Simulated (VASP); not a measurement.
# Si (Pm-3m) in VASP: further runs

The runs below take Si through relaxation of cell and atoms, single point, with LDA.

All numbers are computed with VASP 6.6.1; they aren't measurements. Logs are shortened: lines on timing, memory, paths and dates and some standing lists are left out, and cuts for length are marked.

## 1. The cell of the first run

It takes space group Pm-3m (No. 221, cubic). The conventional cell has a = 2.531 Å, b = 2.531 Å, c = 2.531 Å, α = 90.00°, β = 90.00°, γ = 90.00°. Within 3.3 Å of Si (site symmetry m-3m) lie 6 Si at 2.53 Å.

## 2. Relaxation of cell and atoms, LDA

Contents of INCAR:

```
SYSTEM = Si
  PREC = Accurate
  ENCUT = 600
  EDIFF = 1E-6
  ISMEAR = -1
  SIGMA = 0.1
  LREAL = .FALSE.
  LASPH = .TRUE.
  NELM = 100
  ALGO = Normal
  ISIF = 3
  LWAVE = .FALSE.
  LCHARG = .FALSE.
  GGA = CA
  IBRION = 2
  NSW = 80
  EDIFFG = -0.01
```

Contents of KPOINTS:

```
regular mesh
0
G
  12 12 12
  0 0 0
```

Contents of POSCAR:

```
Si
1.0
    2.5311671355      0.0000000000      0.0000000000
    0.0000000000      2.5311671355      0.0000000000
    0.0000000000      0.0000000000      2.5311671355
Si
1
Direct
    0.0000000000      0.0000000000      0.0000000000
```

Potentials or basis: VASP PAW LDA potentials, release 64 (Si).

Command:

```bash
cat potpaw_LDA.64/Si/POTCAR > POTCAR
mpirun -np 1 vasp_std > vasp.out
```

OUTCAR:

```text
SYSTEM = Si
   PREC = Accurate
   ENCUT = 600
   EDIFF = 1E-6
   ISMEAR = -1
   LREAL = .FALSE.
   LASPH = .TRUE.
   NELM = 100
   ISIF = 3
   GGA = CA
   IBRION = 2
   NSW = 80
   EDIFFG = -0.01

 ion  position               nearest neighbor table
   1  0.000  0.000  0.000-

  LATTYP: Found a simple cubic cell.
 ALAT       =     2.5311671355

  Lattice vectors:

 A1 = (   2.5311671355,   0.0000000000,   0.0000000000)
 A2 = (   0.0000000000,   2.5311671355,   0.0000000000)
 A3 = (   0.0000000000,   0.0000000000,   2.5311671355)

Analysis of symmetry for initial positions (statically):
=====================================================================
 Subroutine PRICEL returns:
 Original cell was already a primitive cell.

 Routine SETGRP: Setting up the symmetry group for a
 simple cubic supercell.

 Subroutine GETGRP returns: Found 48 space group operations
 (whereof 48 operations were pure point group operations)
 out of a pool of 48 trial point group operations.

The static configuration has the point symmetry O_h .

Analysis of symmetry for dynamics (positions and initial velocities):
=====================================================================
 Subroutine PRICEL returns:
 Original cell was already a primitive cell.

 Routine SETGRP: Setting up the symmetry group for a
 simple cubic supercell.

 Subroutine GETGRP returns: Found 48 space group operations
 (whereof 48 operations were pure point group operations)
 out of a pool of 48 trial point group operations.

The dynamic configuration has the point symmetry O_h .

 Subroutine INISYM returns: Found 48 space group operations
 (whereof 48 operations are pure point group operations),
 and found     1 'primitive' translations

----------------------------------------------------------------------------------------

                                     Primitive cell

  volume of cell :      16.2167

  direct lattice vectors                    reciprocal lattice vectors
     2.531167136  0.000000000  0.000000000     0.395074662  0.000000000  0.000000000
     0.000000000  2.531167136  0.000000000     0.000000000  0.395074662  0.000000000
     0.000000000  0.000000000  2.531167136     0.000000000  0.000000000  0.395074662

  length of vectors
     2.531167136  2.531167136  2.531167136     0.395074662  0.395074662  0.395074662

  position of ions in fractional coordinates (direct lattice)
     0.000000000  0.000000000  0.000000000

  ion indices of the primitive-cell ions
   primitive index   ion index
                 1           1

----------------------------------------------------------------------------------------

 KPOINTS: regular mesh

Automatic generation of k-mesh.
 Grid dimensions read from file:
 generate k-points for:   12   12   12

 Generating k-lattice:

  Cartesian coordinates                     Fractional coordinates (reciprocal lattice)
     0.032922888  0.000000000  0.000000000     0.083333333  0.000000000  0.000000000
     0.000000000  0.032922888  0.000000000     0.000000000  0.083333333  0.000000000
     0.000000000  0.000000000  0.032922888     0.000000000  0.000000000  0.083333333

  Length of vectors
     0.032922888  0.032922888  0.032922888

  Shift w.r.t. Gamma in fractional coordinates (k-lattice)
     0.000000000  0.000000000  0.000000000

 Subroutine IBZKPT returns following result:
 ===========================================

 Found     84 irreducible k-points:

 Following reciprocal coordinates:
            Coordinates               Weight
  0.000000  0.000000  0.000000      1.000000
  0.083333  0.000000  0.000000      6.000000
  0.166667  0.000000  0.000000      6.000000
  0.250000  0.000000  0.000000      6.000000
  0.333333  0.000000  0.000000      6.000000
  0.416667  0.000000  0.000000      6.000000
[... 16 lines left out ...]
  0.333333  0.333333  0.000000     12.000000
  0.416667  0.333333  0.000000     24.000000
 [... further k-points ...]
   k-points           NKPTS =     84   k-points in BZ     NKDIM =     84   number of bands    NBANDS=      6
   number of dos      NEDOS =    301   number of ions     NIONS =      1
   total plane-waves  NPLWV =   8000
   dimension x,y,z NGX =    20 NGY =   20 NGZ =   20
   dimension x,y,z NGXF=    40 NGYF=   40 NGZF=   40
   ions per type =               1
   NGX,Y,Z   is equivalent  to a cutoff of  13.14, 13.14, 13.14 a.u.
   NGXF,Y,Z  is equivalent  to a cutoff of  26.27, 26.27, 26.27 a.u.
 SYSTEM =  Si
   PREC   = accura    normal or accurate (medium, high low for compatibility)
   ISTART =      0    job   : 0-new  1-cont  2-samecut
   ICHARG =      2    charge: 1-file 2-atom 10-const
   ISPIN  =      1    spin polarized calculation?
   LNONCOLLINEAR =      F non collinear calculations
   LSORBIT =      F    spin-orbit coupling
   LASPH  =      T    aspherical Exc in radial PAW
   ENCUT  =  600.0 eV  44.10 Ry    6.64 a.u.   5.06  5.06  5.06*2*pi/ulx,y,z
   NELM   =    100;   NELMIN=  2; NELMDL= -5     # of ELM steps
   EDIFF  = 0.1E-05   stopping-criterion for ELM
   LREAL  =      F    real-space projection
   EDIFFG = -.1E-01   stopping-criterion for IOM
   NSW    =     80    number of steps for IOM
   IBRION =      2    ionic relax: 0-MD 1-quasi-New 2-CG
   NFREE  =      1    steps in history (QN), initial steepest desc. (CG)
   ISIF   =      3    stress and relaxation
   ISYM   =      2    0-nonsym 1-usesym 2-fastsym
   POTIM  = 0.5000    time-step for ionic-motion
   TEBEG  =    0.0;   TEEND  =   0.0 temperature during run
   PSTRESS=    0.0 pullay stress
   NELECT =       4.0000    total number of electrons
   NUPDOWN=      -1.0000    fix difference up-down
   EMIN   =  10.00;   EMAX   =-10.00  energy-range for DOS
   EFERMI =   0.00;   METHOD = LEGACY
   ISMEAR =    -1;   SIGMA  =   0.10  broadening in eV -4-tet -1-fermi 0-gaus
   EFERMI_NEDOS =   21; number of points for ismear=-14 and -15
   IALGO  =     38    algorithm
   IMIX   =      4    mixing-type and parameters
     AMIX     =   0.40;   BMIX     =  1.00
     AMIX_MAG =   1.60;   BMIX_MAG =  1.00
  volume/ion in A,a.u.               =      16.22       109.44
  Fermi-wavevector in a.u.,A,eV,Ry     =   1.026693  1.940169 14.341886  1.054099
  Thomas-Fermi vector in A             =   2.160599
   LORBIT       =      0    0 simple, 1 ext, 2 COOP (PROOUT), +10 PAW based schemes
   GGA     = CA    functional components
   LHFCALC =     F    Hartree Fock is set to
   AEXX    =    0.0000 exact exchange contribution
   IVDW    =     0    specifies the selected vdW correction
   LEPSILON=     F    determine dielectric tensor
   LRPA    =     F    only Hartree local field effects (RPA)
 conjugate gradient relaxation of ions
 non-spin polarized calculation
  energy-cutoff  :      600.00
  volume of cell :       16.22
 maximum number of plane-waves:       554
   NGX = 11   NGY = 11   NGZ = 11

--------------------------------------- Ionic step        1  -------------------------------------------

 number of electron       4.0000000 magnetization

 Free energy of the ion-electron system (eV)
  ---------------------------------------------------
  ext. energy  EPLUGINS =         0.00000000
  ---------------------------------------------------
  free energy    TOTEN  =        -5.67450743 eV

  energy without entropy =       -5.65891133  energy(sigma->0) =       -5.66670938

------------------------ aborting loop because EDIFF is reached ----------------------------------------

  FORCE on cell =-STRESS in cart. coord.  units (eV):
  Direction    XX          YY          ZZ          XY          YZ          ZX
  --------------------------------------------------------------------------------------
  -------------------------------------------------------------------------------------
  Total       -0.3787023     -0.3787023     -0.3787023      0.0000000      0.0000000     -0.0000000
  in kB      -37.4150311    -37.4150311    -37.4150311      0.0000000      0.0000000     -0.0000000
  external PRESSURE =     -37.4150311 kB  Pullay stress =       0.0000000 kB
[... 55 lines left out ...]
  energy  without entropy=       -5.6651311906  energy(sigma->0) =       -5.67248623

--------------------------------------- Ionic step        3  -------------------------------------------

 number of electron       4.0000000 magnetization

 Free energy of the ion-electron system (eV)
  ---------------------------------------------------
  ext. energy  EPLUGINS =         0.00000000
  ---------------------------------------------------
  free energy    TOTEN  =        -5.68163472 eV

  energy without entropy =       -5.66662847  energy(sigma->0) =       -5.67413160

 E-fermi :   8.6368     XC(G=0): -10.8518

 val. band max:        8.6179368191   @ k =   0.3333   0.3333   0.0833
 cond. band min:       8.7449319878   @ k =   0.5000   0.5000   0.4167
 fundamental gap:      0.1269951687
 Fermi energy:         8.6368113801

 k-point     1 :       0.0000    0.0000    0.0000
  band No.  band energies     occupation
      1      -4.7904      2.00000
      2      16.1504      0.00000
      3      16.1504      0.00000
      4      16.5079      0.00000
      5      16.5079      0.00000
      6      16.5079      0.00000

 k-point     2 :       0.0833    0.0000    0.0000
  band No.  band energies     occupation
      1      -4.6326      2.00000
      2      13.4118      0.00000
      3      16.2774      0.00000
      4      16.6376      0.00000
      5      16.6376      0.00000
      6      19.0002      0.00000
[... 190 lines left out ...]
 k-point    24 :       0.4167    0.3333    0.0000
  band No.  band energies     occupation
      1       1.4380      2.00000
      2       5.3760      2.00000
      3       8.9581      0.07735
      4      13.7434      0.00000
      5      21.3379      0.00000
      6      25.1476      0.00000

 [... further k-points ...]

------------------------ aborting loop because EDIFF is reached ----------------------------------------

  FORCE on cell =-STRESS in cart. coord.  units (eV):
  Direction    XX          YY          ZZ          XY          YZ          ZX
  --------------------------------------------------------------------------------------
  -------------------------------------------------------------------------------------
  Total        0.0002328      0.0002328      0.0002328      0.0000000      0.0000000      0.0000000
  in kB        0.0238685      0.0238685      0.0238685      0.0000000      0.0000000      0.0000000
  external PRESSURE =       0.0238685 kB  Pullay stress =       0.0000000 kB
[... 16 lines left out ...]
  FREE ENERGIE OF THE ION-ELECTRON SYSTEM (eV)
  ---------------------------------------------------
  free  energy   TOTEN  =        -5.6816347218 eV

  energy  without entropy=       -5.6666284742  energy(sigma->0) =       -5.67413160

 reached required accuracy - stopping structural energy minimisation
```

It took 16 s on 1 thread of Intel Xeon 8259CL, shared host; peak memory 0.12 GiB.

Results:

```
Free energy                            : -5.6816 eV
Relaxed volume                         : 15.63 Å³/atom
Relaxed cell                           : a = 2.500 Å, b = 2.500 Å, c = 2.500 Å, α = 90.00°, β = 90.00°, γ = 90.00°
Space group after relaxing (to 0.05 Å) : Pm-3m (No. 221)
Energy gained by relaxing              : 7.1 meV/atom
Ionic steps                            : 3
Pressure after relaxing                : 0.0 GPa
Band gap on the k mesh                 : zero (band 2 reaches 16.15 eV, above the bottom of band 3 at 5.71 eV)
```

The path:
| step | energy change (eV) | largest force (eV/Å) | pressure (GPa) | volume (Å³) |
| --- | --- | --- | --- | --- |
| 1 | 0.0000 | 0.0000 | -3.74 | 16.22 |
| 2 | -0.0053 | 0.0000 | 2.07 | 15.34 |
| 3 | -0.0071 | 0.0000 | 0.00 | 15.63 |

Final structure:
```
Si
1.0
     2.50006    0.00000    0.00000
     0.00000    2.50006    0.00000
     0.00000    0.00000    2.50006
Si
1
Direct
  0.00000 0.00000 0.00000
```

## 3. Single point, LDA

This run uses another cell than the first one, of 15.62 Å³/atom, 0.963 times its volume.

Contents of INCAR:

```
  PREC = Accurate
  ENCUT = 520
  EDIFF = 1E-6
  ISMEAR = -1
  SIGMA = 0.1
  LREAL = False
  LASPH = True
  NELM = 60
  ALGO = Normal
  ISIF = 2
  LWAVE = False
  LCHARG = False
  GGA = CA
  NBANDS = 8
```

Contents of KPOINTS:

```
regular mesh
0
Gamma
  21 21 21
```

Contents of POSCAR:

```
Si
1.0
    2.4995034893      0.0000000000      0.0000000000
    0.0000000000      2.4995034893      0.0000000000
    0.0000000000      0.0000000000      2.4995034893
Si
1
Direct
    0.0000000000      0.0000000000      0.0000000000
```

Potentials or basis: VASP PAW LDA potentials, release 64 (Si).

Command:

```bash
cat potpaw_LDA.64/Si/POTCAR > POTCAR
mpirun -np 1 vasp_std > vasp.out
```

Run time: 29 s. Hardware: 1 thread of Intel Xeon 8259CL, shared host; peak memory 0.14 GiB.

The run converged. Its results:

```
Free energy            : -5.6877 eV
Pressure               : 0.4 GPa
Band gap on the k mesh : zero (band 2 reaches 16.16 eV, above the bottom of band 3 at 6.17 eV)
```

Levels at points of the mesh, in eV from the Fermi level:
```tsv
k point	band 1	band 2	band 3	band 4	band 5	band 6
(0.00, 0.00, 0.00)	-13.46	7.49	7.49	7.85	7.85	7.85
```

## 4. Single point, LDA, non-collinear spin, zero start, spin-orbit coupling

This run uses another cell than the first one, of 15.62 Å³/atom, 0.963 times its volume.

Contents of INCAR:

```
PREC = Accurate
ENCUT = 520
EDIFF = 1E-7
ISMEAR = -1
SIGMA = 0.1
LREAL = F
LASPH = T
NELM = 150
ALGO = Normal
ISIF = 2
LWAVE = F
LCHARG = F
MAGMOM = 0 0 0
LORBIT = 11
LSORBIT = T
GGA_COMPAT = F
LORBMOM = T
NBANDS = 15
```

Contents of KPOINTS:

```
Automatic mesh
0
Gamma
  13 13 13
```

POSCAR is that of step 3.

Command:

```bash
cat potpaw_LDA.64/Si/POTCAR > POTCAR
mpirun -np 1 vasp_ncl > vasp.out
```

Wall time 45 s (1 thread of Intel Xeon 8259CL, shared host); peak memory 0.15 GiB.

The run converged. Its results:

```
Free energy                                           : -5.6825 eV
Pressure                                              : 0.8 GPa
Net moment                                            : 0.00 μB per cell
Valence electrons inside the program's atomic spheres : Si 1.65
```

Moments on the atoms (μB; x, y, z):
```
Si  0.00 0.00 0.00
```

## 5. Summary

| task | spin | cell | k mesh | cutoff (eV) | gap on the mesh (eV) | pressure (GPa) |
| --- | --- | --- | --- | --- | --- | --- |
| relaxation of cell and atoms | off | relaxed from a = 2.531 Å, 1 atom | 12 × 12 × 12 | 600 | none | 0.0 |
| single point | off | a = 2.500 Å, 1 atom | 21 × 21 × 21 | 520 | none | 0.4 |
| single point | non-collinear, zero start, SOC | a = 2.500 Å, 1 atom | 13 × 13 × 13 | 520 | - | 0.8 |

Alike in all rows: level LDA; potentials or basis VASP PAW LDA potentials, release 64 (Si); smearing fermi-dirac 0.1 eV.

Total energies depend on the potentials used, so only differences within one code and one set of settings carry meaning.
